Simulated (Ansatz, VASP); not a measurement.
**One calculation of Ta4NiO11, two programs**

```
Ta Ni O
1.0
     3.50853    0.00000    0.00000
     0.00000    3.50853    0.00000
     0.00000    0.00000   13.15912
Ta Ni O
4 1 11
Direct
  0.50000 0.50000 0.38077
  0.00000 0.00000 0.79300
  0.00000 0.00000 0.18808
  0.50000 0.50000 0.59296
  0.50000 0.50000 0.02957
  0.50000 0.00000 0.08300
  0.00000 0.50000 0.49574
  0.50000 0.00000 0.49574
  0.00000 0.50000 0.08300
  0.00000 0.50000 0.26295
  0.50000 0.00000 0.72891
  0.50000 0.00000 0.26295
  0.00000 0.50000 0.72891
  0.00000 0.00000 0.62915
  0.00000 0.00000 0.36212
  0.50000 0.50000 0.88314
```

Change from the starting cell: species swapped into the Ti4Al11Zn type (P4mm, No. 99).

Alike in both runs: functional PBE; k mesh 3 × 3 × 1; occupations gaussian, width 0.15 eV; collinear spin.

Ansatz relaxed the structure, and its values are those at the end. VASP's run is a single point on that final structure, the one shown.

|  | VASP | Ansatz |
| --- | --- | --- |
| version | VASP 6.6.1 | Ansatz 0.2.0 |
| potentials or method | VASP PAW PBE potentials, release 64 (Ta_pv, Ni, O), cutoff 520 eV | scalar-relativistic, plane waves, PAW |
| valence electrons in the cell | 120 | 136 |

```csv
,VASP,Ansatz,Ansatz less VASP
gap on the k mesh at the Fermi level (eV),none,none,-
pressure (GPa),0.1,0.0,-0.19
rms of the force components (eV/Å),0.107,0.013,-0.0936
net moment per atom (μB),0.05,0.10,+0.050
size of the moment on the site where the two differ most (μB),0.49,1.17,+0.678
```

Site moments also hang on the region over which each program counts them. A gap of «none» marks a metal or a gap that the smearing closes. VASP's potentials hold 120 valence electrons a cell and Ansatz's 136, so a difference there can come from the potentials and not from the codes.

The k mesh is coarse, so the values compare programs but aren't converged. Neither program's run includes spin-orbit coupling.
